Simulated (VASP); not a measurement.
# Yb3InC (Pm-3m) in VASP: a series of runs

The runs below take Yb3InC through single point, with revPBE.

Everything below comes from runs of VASP 6.6.1. Logs are shortened: lines on timing, memory, paths and dates and some standing lists are left out, and cuts for length are marked.

### Step 1. The cell of the first run

It takes space group Pm-3m (No. 221, cubic). Conventional cell: a = 4.721 Å, b = 4.721 Å, c = 4.721 Å, α = 90.00°, β = 90.00°, γ = 90.00°. Within 3.1 Å of Yb (site symmetry 4/mmm) lie 2 C at 2.36 Å. In (site symmetry m-3m) has 12 Yb at 3.34 Å and 8 C at 4.09 Å within 4.4 Å. C (site symmetry m-3m) has 6 Yb at 2.36 Å within 3.1 Å.

### Step 2. Single point, revPBE

INCAR

```
SYSTEM = Yb3InC
PREC = Accurate
ENCUT = 520
EDIFF = 1E-6
ISMEAR = 0
SIGMA = 0.01
LREAL = .False.
LASPH = .True.
NELM = 80
ALGO = Normal
ISIF = 2
LWAVE = .False.
LCHARG = .True.
GGA = RE
LELF = .True.
LVHAR = .True.
NBANDS = 52
```

KPOINTS

```
regular mesh
0
Gamma
  3 3 3
  0 0 0
```

POSCAR

```
Yb3InC
1.0
    4.7211921256      0.0000000000      0.0000000000
    0.0000000000      4.7211921256      0.0000000000
    0.0000000000      0.0000000000      4.7211921256
Yb In C
3 1 1
Direct
    0.5000000000      0.0000000000      0.5000000000
    0.5000000000      0.5000000000      0.0000000000
    0.0000000000      0.5000000000      0.5000000000
    0.0000000000      0.0000000000      0.0000000000
    0.5000000000      0.5000000000      0.5000000000
```

Potentials or basis: VASP PAW PBE potentials, release 64 (Yb, In_d, C).

Run with:

```bash
$ cat potpaw_PBE.64/Yb/POTCAR potpaw_PBE.64/In_d/POTCAR potpaw_PBE.64/C/POTCAR > POTCAR
$ mpirun -np 1 vasp_std > vasp.out
```

OUTCAR:

```text
SYSTEM = Yb3InC
   PREC = Accurate
   ENCUT = 520
   EDIFF = 1E-6
   ISMEAR = 0
   LREAL = .False.
   LASPH = .True.
   NELM = 80
   ISIF = 2
   GGA = RE

 ion  position               nearest neighbor table
   1  0.500  0.000  0.500-   5 2.36   5 2.36   4 3.34   2 3.34   2 3.34   4 3.34   2 3.34   3 3.34
                             3 3.34   2 3.34   3 3.34   4 3.34   4 3.34   3 3.34
   2  0.500  0.500  0.000-   5 2.36   5 2.36   4 3.34   1 3.34   1 3.34   3 3.34   3 3.34   1 3.34
                             4 3.34   1 3.34   3 3.34   4 3.34   3 3.34   4 3.34
   3  0.000  0.500  0.500-   5 2.36   5 2.36   4 3.34   1 3.34   2 3.34   4 3.34   1 3.34   4 3.34
                             4 3.34   1 3.34   2 3.34   2 3.34   2 3.34   1 3.34
   4  0.000  0.000  0.000-   1 3.34   2 3.34   3 3.34   1 3.34   3 3.34   2 3.34   3 3.34   3 3.34
                             1 3.34   2 3.34   1 3.34   2 3.34
   5  0.500  0.500  0.500-   1 2.36   2 2.36   3 2.36   2 2.36   1 2.36   3 2.36

  LATTYP: Found a simple cubic cell.
 ALAT       =     4.7211921256

  Lattice vectors:

 A1 = (   4.7211921256,   0.0000000000,   0.0000000000)
 A2 = (   0.0000000000,   4.7211921256,   0.0000000000)
 A3 = (   0.0000000000,   0.0000000000,   4.7211921256)

Analysis of symmetry for initial positions (statically):
=====================================================================
 Subroutine PRICEL returns:
 Original cell was already a primitive cell.

 Routine SETGRP: Setting up the symmetry group for a
 simple cubic supercell.

 Subroutine GETGRP returns: Found 48 space group operations
 (whereof 48 operations were pure point group operations)
 out of a pool of 48 trial point group operations.

The static configuration has the point symmetry O_h .

Analysis of symmetry for dynamics (positions and initial velocities):
=====================================================================
 Subroutine PRICEL returns:
 Original cell was already a primitive cell.

 Routine SETGRP: Setting up the symmetry group for a
 simple cubic supercell.

 Subroutine GETGRP returns: Found 48 space group operations
 (whereof 48 operations were pure point group operations)
 out of a pool of 48 trial point group operations.

The dynamic configuration has the point symmetry O_h .

 Subroutine INISYM returns: Found 48 space group operations
 (whereof 48 operations are pure point group operations),
 and found     1 'primitive' translations

----------------------------------------------------------------------------------------

                                     Primitive cell

  volume of cell :     105.2337

  direct lattice vectors                    reciprocal lattice vectors
     4.721192126  0.000000000  0.000000000     0.211810910  0.000000000  0.000000000
     0.000000000  4.721192126  0.000000000     0.000000000  0.211810910  0.000000000
     0.000000000  0.000000000  4.721192126     0.000000000  0.000000000  0.211810910

  length of vectors
     4.721192126  4.721192126  4.721192126     0.211810910  0.211810910  0.211810910

  position of ions in fractional coordinates (direct lattice)
     0.500000000  0.000000000  0.500000000
     0.500000000  0.500000000  0.000000000
     0.000000000  0.500000000  0.500000000
     0.000000000  0.000000000  0.000000000
     0.500000000  0.500000000  0.500000000

  ion indices of the primitive-cell ions
   primitive index   ion index
                 1           1
                 2           2
                 3           3
                 4           4
                 5           5

----------------------------------------------------------------------------------------

 KPOINTS: regular mesh

Automatic generation of k-mesh.
 Grid dimensions read from file:
 generate k-points for:    3    3    3

 Generating k-lattice:

  Cartesian coordinates                     Fractional coordinates (reciprocal lattice)
     0.070603637  0.000000000  0.000000000     0.333333333  0.000000000  0.000000000
     0.000000000  0.070603637  0.000000000     0.000000000  0.333333333  0.000000000
     0.000000000  0.000000000  0.070603637     0.000000000  0.000000000  0.333333333

  Length of vectors
     0.070603637  0.070603637  0.070603637

  Shift w.r.t. Gamma in fractional coordinates (k-lattice)
     0.000000000  0.000000000  0.000000000

 Subroutine IBZKPT returns following result:
 ===========================================

 Found      4 irreducible k-points:

 Following reciprocal coordinates:
            Coordinates               Weight
  0.000000  0.000000  0.000000      1.000000
  0.333333  0.000000  0.000000      6.000000
  0.333333  0.333333  0.000000     12.000000
  0.333333  0.333333  0.333333      8.000000
   k-points           NKPTS =      4   k-points in BZ     NKDIM =      4   number of bands    NBANDS=     52
   number of dos      NEDOS =    301   number of ions     NIONS =      5
   total plane-waves  NPLWV =  46656
   dimension x,y,z NGX =    36 NGY =   36 NGZ =   36
   dimension x,y,z NGXF=    72 NGYF=   72 NGZF=   72
   ions per type =               3   1   1
   NGX,Y,Z   is equivalent  to a cutoff of  12.68, 12.68, 12.68 a.u.
   NGXF,Y,Z  is equivalent  to a cutoff of  25.35, 25.35, 25.35 a.u.
 SYSTEM =  Yb3InC
   PREC   = accura    normal or accurate (medium, high low for compatibility)
   ISTART =      0    job   : 0-new  1-cont  2-samecut
   ICHARG =      2    charge: 1-file 2-atom 10-const
   ISPIN  =      1    spin polarized calculation?
   LNONCOLLINEAR =      F non collinear calculations
   LSORBIT =      F    spin-orbit coupling
   LASPH  =      T    aspherical Exc in radial PAW
   ENCUT  =  520.0 eV  38.22 Ry    6.18 a.u.   8.78  8.78  8.78*2*pi/ulx,y,z
   NELM   =     80;   NELMIN=  2; NELMDL= -5     # of ELM steps
   EDIFF  = 0.1E-05   stopping-criterion for ELM
   LREAL  =      F    real-space projection
   EDIFFG = 0.1E-04   stopping-criterion for IOM
   NSW    =      0    number of steps for IOM
   IBRION =     -1    ionic relax: 0-MD 1-quasi-New 2-CG
   NFREE  =      0    steps in history (QN), initial steepest desc. (CG)
   ISIF   =      2    stress and relaxation
   ISYM   =      2    0-nonsym 1-usesym 2-fastsym
   POTIM  = 0.5000    time-step for ionic-motion
   TEBEG  =    0.0;   TEEND  =   0.0 temperature during run
   PSTRESS=    0.0 pullay stress
   NELECT =      89.0000    total number of electrons
   NUPDOWN=      -1.0000    fix difference up-down
   EMIN   =  10.00;   EMAX   =-10.00  energy-range for DOS
   EFERMI =   0.00;   METHOD = LEGACY
   ISMEAR =     0;   SIGMA  =   0.01  broadening in eV -4-tet -1-fermi 0-gaus
   EFERMI_NEDOS =   21; number of points for ismear=-14 and -15
   IALGO  =     38    algorithm
   IMIX   =      4    mixing-type and parameters
     AMIX     =   0.40;   BMIX     =  1.00
     AMIX_MAG =   1.60;   BMIX_MAG =  1.00
  volume/ion in A,a.u.               =      21.05       142.03
  Fermi-wavevector in a.u.,A,eV,Ry     =   1.548174  2.925625 32.611034  2.396843
  Thomas-Fermi vector in A             =   2.653162
   LORBIT       =      0    0 simple, 1 ext, 2 COOP (PROOUT), +10 PAW based schemes
   GGA     = RE    functional components
   LHFCALC =     F    Hartree Fock is set to
   AEXX    =    0.0000 exact exchange contribution
   IVDW    =     0    specifies the selected vdW correction
   LEPSILON=     F    determine dielectric tensor
   LRPA    =     F    only Hartree local field effects (RPA)
 non-spin polarized calculation
 Gauss-broadening in eV      SIGMA  =   0.01
  energy-cutoff  :      520.00
  volume of cell :      105.23
 maximum number of plane-waves:      2897
 NGX is ok and might be reduce to    36
   NGX = 17   NGY = 17   NGZ = 17

 number of electron      88.9999986 magnetization

 Free energy of the ion-electron system (eV)
  ---------------------------------------------------
  ext. energy  EPLUGINS =         0.00000000
  ---------------------------------------------------
  free energy    TOTEN  =       -21.41252815 eV

  energy without entropy =      -21.40947822  energy(sigma->0) =      -21.41100318

 E-fermi :   3.9651     XC(G=0): -11.0257

 val. band max:        3.9650915804   @ k =   0.3333   0.0000   0.0000
 cond. band min:       3.9709144413   @ k =   0.3333   0.3333   0.0000
 fundamental gap:      0.0058228609
 Fermi energy:         3.9651385036

 k-point     1 :       0.0000    0.0000    0.0000
  band No.  band energies     occupation
      1     -47.3145      2.00000
      2     -47.2458      2.00000
      3     -47.2458      2.00000
      4     -19.8891      2.00000
      5     -19.8891      2.00000
      6     -19.8891      2.00000
[... 44 lines left out ...]
     51       6.4305      0.00000
     52       8.5319      0.00000

 k-point     2 :       0.3333    0.0000    0.0000
  band No.  band energies     occupation
      1     -47.2999      2.00000
      2     -47.2603      2.00000
      3     -47.2457      2.00000
      4     -19.8097      2.00000
      5     -19.8097      2.00000
      6     -19.7626      2.00000
[... 44 lines left out ...]
     51       7.9399      0.00000
     52       8.0503      0.00000

 k-point     3 :       0.3333    0.3333    0.0000
  band No.  band energies     occupation
      1     -47.2879      2.00000
      2     -47.2629      2.00000
      3     -47.2550      2.00000
      4     -19.8935      2.00000
      5     -19.7453      2.00000
      6     -19.7173      2.00000
[... 44 lines left out ...]
     51       7.4940      0.00000
     52       8.6646      0.00000

 k-point     4 :       0.3333    0.3333    0.3333
  band No.  band energies     occupation
      1     -47.2800      2.00000
      2     -47.2628      2.00000
      3     -47.2628      2.00000
      4     -20.0824      2.00000
      5     -19.7696      2.00000
      6     -19.7676      2.00000
[... 44 lines left out ...]
     51       7.2460      0.00000
     52       8.2331      0.00000

------------------------ aborting loop because EDIFF is reached ----------------------------------------

  FORCE on cell =-STRESS in cart. coord.  units (eV):
  Direction    XX          YY          ZZ          XY          YZ          ZX
  --------------------------------------------------------------------------------------
  -------------------------------------------------------------------------------------
  Total        6.1465610      6.1465610      6.1465610      0.0000000      0.0000000     -0.0000000
  in kB       93.5810158     93.5810158     93.5810158      0.0000000      0.0000000     -0.0000000
  external PRESSURE =      93.5810158 kB  Pullay stress =       0.0000000 kB

 VOLUME and BASIS-vectors are now :
 -----------------------------------------------------------------------------
  energy-cutoff  :      520.00
  volume of cell :      105.23
      direct lattice vectors                 reciprocal lattice vectors
     4.721192126  0.000000000  0.000000000     0.211810910  0.000000000  0.000000000
     0.000000000  4.721192126  0.000000000     0.000000000  0.211810910  0.000000000
     0.000000000  0.000000000  4.721192126     0.000000000  0.000000000  0.211810910

 POSITION                                       TOTAL-FORCE (eV/Angst)
 -----------------------------------------------------------------------------------
      2.36060      0.00000      2.36060         0.000000      0.000000      0.000000
      2.36060      2.36060      0.00000         0.000000      0.000000      0.000000
      0.00000      2.36060      2.36060         0.000000      0.000000      0.000000
      0.00000      0.00000      0.00000         0.000000      0.000000      0.000000
      2.36060      2.36060      2.36060         0.000000      0.000000      0.000000
 -----------------------------------------------------------------------------------
    total drift:                                0.000000      0.000000      0.000000

  FREE ENERGIE OF THE ION-ELECTRON SYSTEM (eV)
  ---------------------------------------------------
  free  energy   TOTEN  =       -21.4125281462 eV

  energy  without entropy=      -21.4094782155  energy(sigma->0) =      -21.41100318
```

Wall time 3.4 min (1 thread of Intel Xeon 6975P-C (Granite Rapids), shared host); peak memory 0.22 GiB.

Results:

| Item | Value |
| --- | --- |
| Free energy | -21.4125 eV |
| Pressure | 9.4 GPa |

Caveat: the k points lie up to 0.44 Å⁻¹ apart; the PAW data sets were made with another functional, which shifts forces and pressure a little; spin-orbit coupling is left out, which moves the levels of the heavy elements; without U or exact exchange the open f shell lies at the Fermi level, which spoils levels, moments and volumes.

### Step 3. Single point, revPBE

This run uses another cell than the first one, of 24.50 Å³/atom, 1.164 times its volume.

INCAR

```
SYSTEM = Yb3InC
ALGO     = Normal         ! electronic algorithm
EDIFF    = 1E-6           ! SCF threshold, eV
ENCUT    = 520            ! plane-wave cutoff, eV
GGA      = RE             ! functional
ISIF     = 2              ! what is computed and relaxed
ISMEAR   = 0              ! smearing method
LASPH    = .TRUE.         ! aspherical terms in the spheres
LCHARG   = .TRUE.         ! write CHGCAR
LELF     = .TRUE.         ! ELF
LREAL    = .FALSE.        ! projectors in reciprocal space
LVHAR    = .TRUE.       
LWAVE    = .FALSE.        ! write WAVECAR
NBANDS   = 52             ! bands
NELM     = 80             ! most SCF steps
PREC     = Accurate       ! precision mode
SIGMA    = 0.01           ! smearing width, eV
```

KPOINTS

```
k-points
0
G
  3 3 3
  0 0 0
```

Edit POSCAR of step 2 so:

```diff
@@ -2,5 +2,5 @@
 1.0
-    4.7211921256      0.0000000000      0.0000000000
-    0.0000000000      4.7211921256      0.0000000000
-    0.0000000000      0.0000000000      4.7211921256
+    4.9661550473      0.0000000000      0.0000000000
+    0.0000000000      4.9661550473      0.0000000000
+    0.0000000000      0.0000000000      4.9661550473
 Yb In C
```

Potentials or basis: VASP PAW PBE potentials, release 64 (Yb, In_d, C).

Run with:

```bash
$ cat potpaw_PBE.64/Yb/POTCAR potpaw_PBE.64/In_d/POTCAR potpaw_PBE.64/C/POTCAR > POTCAR
$ mpirun -np 1 vasp_std > vasp.out
```

Wall time 2.5 min (1 thread of Intel Xeon 6975P-C (Granite Rapids), shared host); peak memory 0.25 GiB.

Results (log left out):

```yaml
Free_energy: -21.8856 eV
Pressure: -1.4 GPa
```

Levels at points of the mesh, in eV from the Fermi level:
| k point | band 40 | band 41 | band 42 | band 43 | band 44 | band 45 | band 46 | band 47 |
| --- | --- | --- | --- | --- | --- | --- | --- | --- |
| (0.00, 0.00, 0.00) | -0.36 | 0.00 | 0.00 | 0.10 | 0.10 | 0.10 | 1.06 | 1.06 |

Caveat: the k points lie up to 0.42 Å⁻¹ apart; the PAW data sets were made with another functional, which shifts forces and pressure a little; spin-orbit coupling is left out, which moves the levels of the heavy elements; without U or exact exchange the open f shell lies at the Fermi level, which spoils levels, moments and volumes. Spin polarisation is off, so any magnetic state and its effect on volume and gap are missing.
